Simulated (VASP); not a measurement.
**ZnS: single point with PBE**

ZnS:

```
Zn S
1.0
     0.00000    2.59646    2.92102
     2.59646    0.00000    2.92102
     2.59646    2.59646    0.00000
Zn S
1 1
Direct
  0.00000 0.00000 0.00000
  0.75000 0.75000 0.75000
```

This cell differs from its parent crystal: strain -0.040 along x and y, +0.080 along z.

```json
{
  "Program": "VASP 6.6.1",
  "Task": "single point",
  "Functional": "PBE",
  "Potentials or basis": "VASP PAW PBE potentials, release 64 (Zn, S)",
  "Cutoff": "520 eV",
  "k mesh": "10 × 10 × 10",
  "Occupations": "gaussian, width 0.05 eV",
  "Spin": "no spin polarisation"
}
```

```json
{
 "Pressure": "1.6 GPa",
 "Band gap on the k mesh": "1.89 eV, direct"
}
```

Stress tensor (GPa, compression positive):
```
 3.53  0.00  0.00
 0.00  3.53  0.00
 0.00  0.00 -2.34
```

Levels at points of the mesh, in eV from the valence-band top:
```
           k point  band 5  band 6  band 7  band 8  band 9  band 10  band 11  band 12  band 13  band 14
(0.00, 0.00, 0.00)   -6.03   -5.99   -0.52    0.00    0.00     1.89     6.33     6.34     6.34    10.29
(0.50, 0.00, 0.00)   -5.99   -5.82   -5.38   -1.36   -0.66     2.94     6.56     7.33     8.76    11.87
(0.50, 0.50, 0.00)   -5.94   -5.92   -5.15   -1.93   -1.93     3.72     4.67     9.92    11.95    11.95
(0.50, 0.00, 0.50)   -5.94   -5.73   -4.45   -2.65   -2.41     3.07     3.58    10.86    11.09    11.52
```

Wall time 88 s on 1 thread of Intel Xeon 8259CL, with other jobs on the host, peak memory 0.2 GiB.

Caveat: the cell differs from its parent crystal (strain -0.040 along x and y, +0.080 along z).
